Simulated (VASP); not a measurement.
A run of VASP 6.6.1:

The input INCAR:

```
  ALGO = Normal
  DIPOL = 0.5 0.5 0.359
  EDIFF = 1E-6
  ENCUT = 520
  GGA = PE
  IDIPOL = 3
  ISIF = 2
  ISMEAR = 0
  LASPH = T
  LCHARG = T
  LDIPOL = T
  LELF = T
  LREAL = F
  LVACPOTAV = T
  LVHAR = T
  LWAVE = F
  NBANDS = 35
  NELM = 80
  PREC = Accurate
  SIGMA = 0.1
```

File KPOINTS:

```
k-points
0
Gamma
  9 9 1
```

File POSCAR:

```
Ti3HN3
1.0
    3.0028555063      0.0000000000      0.0000000000
   -1.5014277532      2.6005491524      0.0000000000
    0.0000000000      0.0000000000     21.5541471692
N Ti H
3 3 1
Direct
    0.3333333333      0.6666666667      0.1855791356
    0.0000000000      0.0000000000      0.2993308528
    0.6666666667      0.3333333333      0.4147299344
    0.6666666667      0.3333333333      0.2424549943
    0.3333333333      0.6666666667      0.3575097830
    0.0000000000      0.0000000000      0.4664599852
    0.0000000000      0.1666666667      0.5435324224
```

Potentials or basis: VASP PAW PBE potentials, release 64 (N, Ti_sv, H).

Run with:

```sh
$ cat potpaw_PBE.64/N/POTCAR potpaw_PBE.64/Ti_sv/POTCAR potpaw_PBE.64/H/POTCAR > POTCAR
$ mpirun -np 1 vasp_std > vasp.out
```

Hardware: 1 thread of Intel(R) Xeon(R) 6975P-C (Granite Rapids), with other jobs on the host.

Question: Estimate the wall time of this run.

Answer: Wall time 4 min on 1 thread of Intel(R) Xeon(R) 6975P-C (Granite Rapids), on a shared host, peak memory 0.4 GiB. Counts: scf iterations 30, k points 41.
